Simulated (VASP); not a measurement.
# Cu (Fm-3m) in VASP: a series of runs, part 2 of 2

VASP 6.6.1. Earlier steps stand in the parts before.

## (5) Single point, r2SCAN+rVV10

This run uses another cell than the first one, of 11.57 Å³/atom, 0.942 times its volume.

POSCAR

```
Cu
1.0
    0.0000000000      1.7953687620      1.7953687620
    1.7953687620      0.0000000000      1.7953687620
    1.7953687620      1.7953687620      0.0000000000
Cu
1
Direct
    0.0000000000      0.0000000000      0.0000000000
```

INCAR.step1

```
SYSTEM = Cu
  PREC = Accurate
  ENCUT = 520
  ISMEAR = -1
  SIGMA = 0.05
  LREAL = .FALSE.
  LASPH = .TRUE.
  NELM = 100
  NBANDS = 12
  GGA = PE
  ALGO = Normal
  EDIFF = 1E-4
  LWAVE = .TRUE.
  LCHARG = .FALSE.
```

INCAR.step2

```
SYSTEM = Cu
  PREC = Accurate
  ENCUT = 520
  EDIFF = 1E-6
  ISMEAR = -1
  SIGMA = 0.05
  LREAL = .FALSE.
  LASPH = .TRUE.
  NELM = 100
  ALGO = Normal
  ISIF = 2
  LWAVE = .FALSE.
  LCHARG = .FALSE.
  METAGGA = R2SCAN
  LMIXTAU = .TRUE.
  LUSE_VDW = .TRUE.
  IVDW_NL = 2
  BPARAM = 11.95
  CPARAM = 0.0093
  NBANDS = 12
  ISTART = 1
```

KPOINTS

```
regular mesh
0
G
  13 13 13
  0 0 0
```

Potentials or basis: VASP PAW PBE potentials, release 64 (Cu).

Started as:

```bash
$ cat potpaw_PBE.64/Cu/POTCAR > POTCAR
$ cp INCAR.step1 INCAR
$ mpirun -np 1 vasp_std > vasp.out
$ cp INCAR.step2 INCAR
$ mpirun -np 1 vasp_std > vasp.out
```

OUTCAR:

```text
SYSTEM = Cu
   PREC = Accurate
   ENCUT = 520
   EDIFF = 1E-6
   ISMEAR = -1
   LREAL = .FALSE.
   LASPH = .TRUE.
   NELM = 100
   ISIF = 2
   METAGGA = R2SCAN
   IVDW_NL = 2
   BPARAM = 11.95
   ISTART = 1

 ion  position               nearest neighbor table
   1  0.000  0.000  0.000-

  LATTYP: Found a face centered cubic cell.
 ALAT       =     3.5907375240

  Lattice vectors:

 A1 = (   0.0000000000,   1.7953687620,   1.7953687620)
[... 531 lines left out ...]
      2       4.0243      2.00000
      3       4.4308      2.00000
      4       4.7070      2.00000
      5       5.8959      2.00000
      6       7.2655      1.99996
      7      14.1046      0.00000
      8      25.3850      0.00000
      9      26.9258      0.00000
     10      29.1294      0.00000
     11      39.3682      0.00000
     12      39.4312      0.00000

 [... further k-points ...]
[... 5 lines left out ...]
  --------------------------------------------------------------------------------------
  -------------------------------------------------------------------------------------
  Total       -0.2327488     -0.2327488     -0.2327488      0.0000000      0.0000000      0.0000000
  in kB      -32.2186348    -32.2186348    -32.2186348      0.0000000      0.0000000      0.0000000
  external PRESSURE =     -32.2186348 kB  Pullay stress =       0.0000000 kB

 VOLUME and BASIS-vectors are now :
 -----------------------------------------------------------------------------
  energy-cutoff  :      520.00
  volume of cell :       11.57
      direct lattice vectors                 reciprocal lattice vectors
     0.000000000  1.795368762  1.795368762    -0.278494319  0.278494319  0.278494319
     1.795368762  0.000000000  1.795368762     0.278494319 -0.278494319  0.278494319
     1.795368762  1.795368762  0.000000000     0.278494319  0.278494319 -0.278494319

 POSITION                                       TOTAL-FORCE (eV/Angst)
 -----------------------------------------------------------------------------------
      0.00000      0.00000      0.00000        -0.000000     -0.000000      0.000000
 -----------------------------------------------------------------------------------
    total drift:                               -0.000000     -0.000000     -0.000000

  FREE ENERGIE OF THE ION-ELECTRON SYSTEM (eV)
  ---------------------------------------------------
  free  energy   TOTEN  =       -10.5372279461 eV

  energy  without entropy=      -10.5345093596  energy(sigma->0) =      -10.53586865
```

OUTCAR.step1:

```text
SYSTEM = Cu
   PREC = Accurate
   ENCUT = 520
   ISMEAR = -1
   LREAL = .FALSE.
   LASPH = .TRUE.
[... 576 lines left out ...]
 -----------------------------------------------------------------------------------
      0.00000      0.00000      0.00000         0.000000      0.000000      0.000000
 -----------------------------------------------------------------------------------
    total drift:                               -0.000000     -0.000000     -0.000000

  FREE ENERGIE OF THE ION-ELECTRON SYSTEM (eV)
  ---------------------------------------------------
  free  energy   TOTEN  =        -3.7228434641 eV

  energy  without entropy=       -3.7201267486  energy(sigma->0) =       -3.72148511
```

It took 82 s on 1 thread of AMD EPYC 7R13, shared host; peak memory 0.15 GiB.

Results:

- Free energy: -10.5372 eV
- Pressure: -3.2 GPa

Levels at points of the mesh, in eV from the Fermi level:
```csv
k point,band 3,band 4,band 5,band 6,band 7,band 8,band 9,band 10
"(0.00, 0.00, 0.00)",-3.38,-3.38,-2.54,-2.54,23.36,26.55,26.55,26.55
```

Caveat: the PAW data sets were made with another functional, which shifts forces and pressure a little.

## (6) Single point, r2SCAN+rVV10

This run uses another cell than the first one, of 11.81 Å³/atom, 0.962 times its volume.

POSCAR

```
Cu
1.0
    0.0000000000      1.8075000000      1.8075000000
    1.8075000000      0.0000000000      1.8075000000
    1.8075000000      1.8075000000      0.0000000000
Cu
1
Direct
    0.0000000000      0.0000000000      0.0000000000
```

INCAR.step1

```
ALGO = Normal
EDIFF = 1E-4
ENCUT = 520
GGA = PE
ISMEAR = -1
LASPH = True
LCHARG = False
LREAL = False
LWAVE = True
NBANDS = 12
NELM = 60
PREC = Accurate
SIGMA = 0.05
```

INCAR.step2

```
ALGO = Normal
BPARAM = 11.95
CPARAM = 0.0093
EDIFF = 1E-6
ENCUT = 520
ISIF = 2
ISMEAR = -1
ISTART = 1
IVDW_NL = 2
LASPH = True
LCHARG = False
LMIXTAU = True
LREAL = False
LUSE_VDW = True
LWAVE = False
METAGGA = R2SCAN
NBANDS = 12
NELM = 60
PREC = Accurate
SIGMA = 0.05
```

KPOINTS

```
k-points
0
Gamma
  13 13 13
```

Potentials or basis: VASP PAW PBE potentials, release 64 (Cu).

Started as:

```bash
$ cat potpaw_PBE.64/Cu/POTCAR > POTCAR
$ cp INCAR.step1 INCAR
$ mpirun -np 1 vasp_std > vasp.out
$ cp INCAR.step2 INCAR
$ mpirun -np 1 vasp_std > vasp.out
```

Run time: 83 s. Hardware: 1 thread of AMD EPYC 7R13, shared host; peak memory 0.15 GiB.

The run converged. Its results:

```yaml
Free_energy: -10.5307 eV
Pressure: -6.2 GPa
```

Levels at points of the mesh, in eV from the Fermi level:
| k point | band 3 | band 4 | band 5 | band 6 | band 7 | band 8 | band 9 | band 10 |
| --- | --- | --- | --- | --- | --- | --- | --- | --- |
| (0.00, 0.00, 0.00) | -3.31 | -3.31 | -2.50 | -2.50 | 23.19 | 26.22 | 26.22 | 26.22 |

Caveat: the PAW data sets were made with another functional, which shifts forces and pressure a little.

## (7) Overview

| level | cell | gap on the mesh (eV) | pressure (GPa) |
| --- | --- | --- | --- |
| PBEsol | a = 2.590 Å, angles 60.0°, 1 atom | none | -10.7 |
| r2SCAN+rVV10 | a = 2.504 Å, angles 60.0°, 1 atom | none | 4.0 |
| r2SCAN+rVV10 | a = 2.522 Å, angles 60.0°, 1 atom | none | 0.1 |
| r2SCAN+rVV10 | a = 2.539 Å, angles 60.0°, 1 atom | none | -3.2 |
| r2SCAN+rVV10 | a = 2.556 Å, angles 60.0°, 1 atom | none | -6.2 |

Alike in all rows: task single point; potentials or basis VASP PAW PBE potentials, release 64 (Cu); no spin polarisation; k mesh 13 × 13 × 13; cutoff (eV) 520; smearing fermi-dirac 0.05 eV.

Caveats: the PAW data sets were made with another functional, which shifts forces and pressure a little.

Total energies depend on the potentials used, so only differences within one code and one set of settings carry meaning.
